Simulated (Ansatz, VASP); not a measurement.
Two plane-wave programs on Si2W

```
Si W
1.0
     4.49753    0.00000    0.00000
    -2.24877    3.89498    0.00000
     0.00000    0.00000    6.99681
Si W
6 3
Direct
  0.82383 0.64766 0.50000
  0.17617 0.82383 0.83333
  0.64766 0.82383 0.16667
  0.17617 0.35234 0.50000
  0.82383 0.17617 0.83333
  0.35234 0.17617 0.16667
  0.00000 0.50000 0.16667
  0.50000 0.50000 0.83333
  0.50000 0.00000 0.50000
```

Alike in both runs: task single point; functional PBE; k mesh 9 × 9 × 6; occupations gaussian, width 0.03 eV; no spin polarisation.

```csv
,VASP,Ansatz
version,VASP 6.6.1,Ansatz 0.2.0
potentials or method,"VASP PAW PBE potentials, release 64 (Si, W_sv), cutoff 520 eV","scalar-relativistic, plane waves, PAW"
valence electrons in the cell,66,66
```

```csv
,VASP,Ansatz,Ansatz less VASP
gap on the k mesh at the Fermi level (eV),0.38,0.38,+0.002
least direct gap on the mesh (eV),0.77,0.77,0.000
pressure (GPa),2.6,2.6,-0.03
"traceless stress, the component that is largest in VASP (GPa)",-12.12,-12.14,-0.016
rms of the force components (eV/Å),0.782,0.782,-0.0003
```

Atom by atom the forces differ by 0.000 eV/Å (rms over components).

Spin-orbit coupling is off throughout.
